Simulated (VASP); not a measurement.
# CdTe in VASP: notebook

The runs below take CdTe through single point, with PBEsol.

All numbers are computed with VASP 6.6.1; they aren't measurements. Logs are shortened: lines on timing, memory, paths and dates and some standing lists are left out, and cuts for length are marked.

## 1. The cell of the first run

Symmetry: I4/mmm, No. 139, tetragonal system. The conventional cell has a = 4.240 Å, b = 4.240 Å, c = 5.876 Å, α = 90.00°, β = 90.00°, γ = 90.00°. Cd (site symmetry 4/mmm) has 6 Te at 2.94 to 3.00 Å within 3.9 Å. Te (site symmetry 4/mmm) has 6 Cd at 2.94 to 3.00 Å within 3.9 Å.

## 2. Single point, PBEsol

INCAR

```
SYSTEM = CdTe
PREC     = Accurate       ! precision mode
ENCUT    = 520            ! plane-wave cutoff, eV
EDIFF    = 1E-7           ! SCF threshold, eV
ISMEAR   = 0              ! smearing method
SIGMA    = 0.05           ! smearing width, eV
LREAL    = .FALSE.        ! projectors in reciprocal space
LASPH    = .TRUE.         ! aspherical terms in the spheres
NELM     = 100            ! most SCF steps
ALGO     = Normal         ! electronic algorithm
ISIF     = 2              ! what is computed and relaxed
LWAVE    = .FALSE.        ! write WAVECAR
LCHARG   = .FALSE.        ! write CHGCAR
GGA      = PS             ! functional
NBANDS   = 16             ! bands
```

KPOINTS

```
regular mesh
0
G
  8 8 8
  0 0 0
```

POSCAR

```
CdTe
1.0
    0.0000000000      2.9980050306      2.9380449300
    2.9980050306      0.0000000000      2.9380449300
    2.9980050306      2.9980050306      0.0000000000
Cd Te
1 1
Direct
    0.5000000000      0.5000000000      0.5000000000
    0.0000000000      0.0000000000      0.0000000000
```

Potentials or basis: VASP PAW PBE potentials, release 64 (Cd, Te).

Command:

```
> cat potpaw_PBE.64/Cd/POTCAR potpaw_PBE.64/Te/POTCAR > POTCAR
> mpirun -np 1 vasp_std > vasp.out
```

OUTCAR:

```text
SYSTEM = CdTe
   PREC = Accurate
   ENCUT = 520
   EDIFF = 1E-7
   ISMEAR = 0
   LREAL = .FALSE.
   LASPH = .TRUE.
   NELM = 100
   ISIF = 2
   GGA = PS

 ion  position               nearest neighbor table
   1  0.500  0.500  0.500-   2 2.94   2 2.94   2 3.00   2 3.00   2 3.00   2 3.00
   2  0.000  0.000  0.000-   1 2.94   1 2.94   1 3.00   1 3.00   1 3.00   1 3.00

  LATTYP: Found a body centered tetragonal cell.
 ALAT       =     4.2398193743
 C/A-ratio  =     1.3859292911

  Lattice vectors:

 A1 = (   0.0000000000,  -2.9980050306,  -2.9380449300)
 A2 = (   0.0000000000,   2.9980050306,  -2.9380449300)
 A3 = (   2.9980050306,   0.0000000000,   2.9380449300)

Analysis of symmetry for initial positions (statically):
=====================================================================
 Subroutine PRICEL returns:
 Original cell was already a primitive cell.

 Routine SETGRP: Setting up the symmetry group for a
 body centered tetragonal supercell.

 Subroutine GETGRP returns: Found 16 space group operations
 (whereof 16 operations were pure point group operations)
 out of a pool of 16 trial point group operations.

The static configuration has the point symmetry D_4h.

Analysis of symmetry for dynamics (positions and initial velocities):
=====================================================================
 Subroutine PRICEL returns:
 Original cell was already a primitive cell.

 Routine SETGRP: Setting up the symmetry group for a
 body centered tetragonal supercell.

 Subroutine GETGRP returns: Found 16 space group operations
 (whereof 16 operations were pure point group operations)
 out of a pool of 16 trial point group operations.

The dynamic configuration has the point symmetry D_4h.

 Subroutine INISYM returns: Found 16 space group operations
 (whereof 16 operations are pure point group operations),
 and found     1 'primitive' translations

----------------------------------------------------------------------------------------

                                     Primitive cell

  volume of cell :      52.8145

  direct lattice vectors                    reciprocal lattice vectors
     0.000000000  2.998005031  2.938044930    -0.166777572  0.166777572  0.170181196
     2.998005031  0.000000000  2.938044930     0.166777572 -0.166777572  0.170181196
     2.998005031  2.998005031  0.000000000     0.166777572  0.166777572 -0.170181196

  length of vectors
     4.197635307  4.197635307  4.239819374     0.290845589  0.290845589  0.290845589

  position of ions in fractional coordinates (direct lattice)
     0.500000000  0.500000000  0.500000000
     0.000000000  0.000000000  0.000000000

  ion indices of the primitive-cell ions
   primitive index   ion index
                 1           1
                 2           2

----------------------------------------------------------------------------------------

 KPOINTS: regular mesh

Automatic generation of k-mesh.
 Grid dimensions read from file:
 generate k-points for:    8    8    8

 Generating k-lattice:

  Cartesian coordinates                     Fractional coordinates (reciprocal lattice)
    -0.020847197  0.020847197  0.021272649     0.125000000 -0.000000000  0.000000000
     0.020847197 -0.020847197  0.021272649    -0.000000000  0.125000000  0.000000000
     0.020847197  0.020847197 -0.021272649     0.000000000  0.000000000  0.125000000

  Length of vectors
     0.036355699  0.036355699  0.036355699

  Shift w.r.t. Gamma in fractional coordinates (k-lattice)
     0.000000000  0.000000000  0.000000000

 Subroutine IBZKPT returns following result:
 ===========================================

 Found     59 irreducible k-points:

 Following reciprocal coordinates:
            Coordinates               Weight
  0.000000  0.000000  0.000000      1.000000
  0.125000  0.000000  0.000000      8.000000
  0.250000  0.000000  0.000000      8.000000
  0.375000  0.000000  0.000000      8.000000
  0.500000  0.000000  0.000000      4.000000
  0.125000  0.125000  0.000000      2.000000
[... 16 lines left out ...]
  0.250000  0.000000  0.125000     16.000000
  0.375000  0.000000  0.125000     16.000000
 [... further k-points ...]
   k-points           NKPTS =     59   k-points in BZ     NKDIM =     59   number of bands    NBANDS=     16
   number of dos      NEDOS =    301   number of ions     NIONS =      2
   total plane-waves  NPLWV =  32768
   dimension x,y,z NGX =    32 NGY =   32 NGZ =   32
   dimension x,y,z NGXF=    64 NGYF=   64 NGZF=   64
   ions per type =               1   1
   NGX,Y,Z   is equivalent  to a cutoff of  12.67, 12.67, 12.55 a.u.
   NGXF,Y,Z  is equivalent  to a cutoff of  25.35, 25.35, 25.09 a.u.
 SYSTEM =  CdTe
   PREC   = accura    normal or accurate (medium, high low for compatibility)
   ISTART =      0    job   : 0-new  1-cont  2-samecut
   ICHARG =      2    charge: 1-file 2-atom 10-const
   ISPIN  =      1    spin polarized calculation?
   LNONCOLLINEAR =      F non collinear calculations
   LSORBIT =      F    spin-orbit coupling
   LASPH  =      T    aspherical Exc in radial PAW
   ENCUT  =  520.0 eV  38.22 Ry    6.18 a.u.   7.80  7.80  7.88*2*pi/ulx,y,z
   NELM   =    100;   NELMIN=  2; NELMDL= -5     # of ELM steps
   EDIFF  = 0.1E-06   stopping-criterion for ELM
   LREAL  =      F    real-space projection
   EDIFFG = 0.1E-05   stopping-criterion for IOM
   NSW    =      0    number of steps for IOM
   IBRION =     -1    ionic relax: 0-MD 1-quasi-New 2-CG
   NFREE  =      0    steps in history (QN), initial steepest desc. (CG)
   ISIF   =      2    stress and relaxation
   ISYM   =      2    0-nonsym 1-usesym 2-fastsym
   POTIM  = 0.5000    time-step for ionic-motion
   TEBEG  =    0.0;   TEEND  =   0.0 temperature during run
   PSTRESS=    0.0 pullay stress
   NELECT =      18.0000    total number of electrons
   NUPDOWN=      -1.0000    fix difference up-down
   EMIN   =  10.00;   EMAX   =-10.00  energy-range for DOS
   EFERMI =   0.00;   METHOD = LEGACY
   ISMEAR =     0;   SIGMA  =   0.05  broadening in eV -4-tet -1-fermi 0-gaus
   EFERMI_NEDOS =   21; number of points for ismear=-14 and -15
   IALGO  =     38    algorithm
   IMIX   =      4    mixing-type and parameters
     AMIX     =   0.40;   BMIX     =  1.00
     AMIX_MAG =   1.60;   BMIX_MAG =  1.00
  volume/ion in A,a.u.               =      26.41       178.20
  Fermi-wavevector in a.u.,A,eV,Ry     =   1.143531  2.160960 17.791838  1.307663
  Thomas-Fermi vector in A             =   2.280226
   LORBIT       =      0    0 simple, 1 ext, 2 COOP (PROOUT), +10 PAW based schemes
   GGA     = PS    functional components
   LHFCALC =     F    Hartree Fock is set to
   AEXX    =    0.0000 exact exchange contribution
   IVDW    =     0    specifies the selected vdW correction
   LEPSILON=     F    determine dielectric tensor
   LRPA    =     F    only Hartree local field effects (RPA)
 non-spin polarized calculation
 Gauss-broadening in eV      SIGMA  =   0.05
  energy-cutoff  :      520.00
  volume of cell :       52.81
 maximum number of plane-waves:      1436
   NGX = 15   NGY = 15   NGZ = 15

 number of electron      17.9999996 magnetization

 Free energy of the ion-electron system (eV)
  ---------------------------------------------------
  ext. energy  EPLUGINS =         0.00000000
  ---------------------------------------------------
  free energy    TOTEN  =        -5.24480103 eV

  energy without entropy =       -5.24364059  energy(sigma->0) =       -5.24422081

 E-fermi :   4.5341     XC(G=0): -10.2329

 val. band max:        4.5089162060   @ k =   0.5000   0.0000   0.0000
 cond. band min:       4.6181372016   @ k =  -0.2500   0.1250   0.0000
 fundamental gap:      0.1092209956
 Fermi energy:         4.5341191827

 k-point     1 :       0.0000    0.0000    0.0000
  band No.  band energies     occupation
      1      -7.5475      2.00000
      2      -3.8514      2.00000
      3      -3.8321      2.00000
      4      -3.8037      2.00000
      5      -3.8037      2.00000
      6      -3.7769      2.00000
[... 8 lines left out ...]
     15      12.2828      0.00000
     16      12.6841      0.00000

 k-point     2 :       0.1250    0.0000    0.0000
  band No.  band energies     occupation
      1      -7.4062      2.00000
      2      -3.8798      2.00000
      3      -3.8578      2.00000
      4      -3.8069      2.00000
      5      -3.7893      2.00000
      6      -3.7695      2.00000
[... 8 lines left out ...]
     15      12.2154      0.00000
     16      12.3633      0.00000

 k-point     3 :       0.2500    0.0000    0.0000
  band No.  band energies     occupation
      1      -7.0171      2.00000
      2      -3.9524      2.00000
      3      -3.9245      2.00000
      4      -3.8309      2.00000
      5      -3.7485      2.00000
      6      -3.7376      2.00000
[... 8 lines left out ...]
     15      13.1063      0.00000
     16      13.1197      0.00000

 k-point     4 :       0.3750    0.0000    0.0000
  band No.  band energies     occupation
      1      -6.5217      2.00000
      2      -4.0256      2.00000
      3      -3.9903      2.00000
      4      -3.8837      2.00000
      5      -3.7063      2.00000
      6      -3.7015      2.00000
[... 8 lines left out ...]
     15      14.4974      0.00000
     16      14.5823      0.00000
[... 324 lines left out ...]
 k-point    22 :       0.1250    0.0000    0.1250
  band No.  band energies     occupation
      1      -7.3714      2.00000
      2      -3.8917      2.00000
      3      -3.8368      2.00000
      4      -3.8162      2.00000
      5      -3.7860      2.00000
      6      -3.7621      2.00000
[... 8 lines left out ...]
     15      13.4795      0.00000
     16      13.7115      0.00000

 k-point    23 :       0.2500    0.0000    0.1250
  band No.  band energies     occupation
      1      -7.0891      2.00000
      2      -3.9297      2.00000
      3      -3.8683      2.00000
      4      -3.8285      2.00000
      5      -3.7548      2.00000
      6      -3.7341      2.00000
[... 8 lines left out ...]
     15      13.7043      0.00000
     16      14.0144      0.00000

 k-point    24 :       0.3750    0.0000    0.1250
  band No.  band energies     occupation
      1      -6.6594      2.00000
      2      -3.9444      2.00000
      3      -3.9401      2.00000
      4      -3.8505      2.00000
      5      -3.7119      2.00000
      6      -3.6963      2.00000
[... 8 lines left out ...]
     15      14.6793      0.00000
     16      15.1734      0.00000

 [... further k-points ...]

------------------------ aborting loop because EDIFF is reached ----------------------------------------

  FORCE on cell =-STRESS in cart. coord.  units (eV):
  Direction    XX          YY          ZZ          XY          YZ          ZX
  --------------------------------------------------------------------------------------
  -------------------------------------------------------------------------------------
  Total        0.2992708      0.2992708      0.9154239      0.0000000      0.0000000      0.0000000
  in kB        9.0786615      9.0786615     27.7702428      0.0000000      0.0000000      0.0000000
  external PRESSURE =      15.3091886 kB  Pullay stress =       0.0000000 kB

 VOLUME and BASIS-vectors are now :
 -----------------------------------------------------------------------------
  energy-cutoff  :      520.00
  volume of cell :       52.81
      direct lattice vectors                 reciprocal lattice vectors
     0.000000000  2.998005031  2.938044930    -0.166777572  0.166777572  0.170181196
     2.998005031  0.000000000  2.938044930     0.166777572 -0.166777572  0.170181196
     2.998005031  2.998005031  0.000000000     0.166777572  0.166777572 -0.170181196

 POSITION                                       TOTAL-FORCE (eV/Angst)
 -----------------------------------------------------------------------------------
      2.99801      2.99801      2.93804        -0.000000     -0.000000      0.000000
      0.00000      0.00000      0.00000         0.000000      0.000000      0.000000
 -----------------------------------------------------------------------------------
    total drift:                               -0.000000     -0.000000      0.000000

  FREE ENERGIE OF THE ION-ELECTRON SYSTEM (eV)
  ---------------------------------------------------
  free  energy   TOTEN  =        -5.2448010341 eV

  energy  without entropy=       -5.2436405907  energy(sigma->0) =       -5.24422081
```

Wall time 18 s (1 thread of Intel Xeon 6975P-C (Granite Rapids), shared host); peak memory 0.2 GiB.

Results:

```yaml
Free_energy: -5.2448 eV
Pressure: 1.5 GPa
Band_gap_on_the_k_mesh: zero (band 9 reaches 4.68 eV, above the bottom of band 10 at 3.11 eV)
```

Caveat: the PAW data sets were made with another functional, which shifts forces and pressure a little; spin-orbit coupling is left out, which moves the levels of the heavy elements.

## 3. Single point, PBEsol (atom 1 (Cd) moved 0.12 Å along z)

INCAR

```
SYSTEM = CdTe
  ALGO = Normal
  EDIFF = 1E-6
  ENCUT = 520
  GGA = PS
  ISIF = 2
  ISMEAR = 0
  LASPH = .True.
  LCHARG = .False.
  LREAL = .False.
  LWAVE = .False.
  NBANDS = 16
  NELM = 80
  PREC = Accurate
  SIGMA = 0.05
```

KPOINTS

```
k-points
0
Gamma
  8 8 8
  0 0 0
```

POSCAR

```
CdTe
1.0
    0.0000000000      2.9980050306      2.9980050306
    2.9980050306      0.0000000000      2.9980050306
    2.9980050306      2.9980050306      0.0000000000
Cd Te
1 1
Direct
    0.5200133086      0.5200133086      0.4799866914
    0.0000000000      0.0000000000      0.0000000000
```

Potentials or basis: VASP PAW PBE potentials, release 64 (Cd, Te).

Command:

```
> cat potpaw_PBE.64/Cd/POTCAR potpaw_PBE.64/Te/POTCAR > POTCAR
> mpirun -np 1 vasp_std > vasp.out
```

Wall time 17 s (1 thread of Intel Xeon 6975P-C (Granite Rapids), shared host); peak memory 0.2 GiB.

The run converged. Its results:

```yaml
Free_energy: -5.2412 eV
Pressure: 0.5 GPa
Largest_force: 0.233 eV/Å
Band_gap_on_the_k_mesh: zero (band 9 reaches 4.43 eV, above the bottom of band 10 at 3.02 eV)
```

Forces in eV/Å, atoms in the order of the input:
```
Cd   0.000  0.000 -0.233
Te   0.000  0.000  0.233
```

Stress tensor (GPa, compression positive):
```
0.17 0.00 0.00
0.00 0.17 0.00
0.00 0.00 1.25
```

Levels at points of the mesh, in eV from the Fermi level:
```tsv
k point	band 6	band 7	band 8	band 9	band 10	band 11	band 12	band 13
(0.00, 0.00, 0.00)	-8.26	-0.46	-0.45	-0.45	0.57	7.03	7.03	7.13
(0.50, 0.00, 0.00)	-8.16	-5.42	0.01	0.03	2.68	3.97	4.00	5.06
(0.50, 0.50, 0.00)	-7.37	-4.45	-2.22	-2.22	-1.27	4.14	9.52	9.52
(0.00, 0.50, 0.50)	-7.37	-4.41	-2.25	-2.20	-1.27	4.11	9.53	9.56
```

Caveat: the cell differs from its parent crystal (atom 1 (Cd) moved 0.12 Å along z); the PAW data sets were made with another functional, which shifts forces and pressure a little; spin-orbit coupling is left out, which moves the levels of the heavy elements.
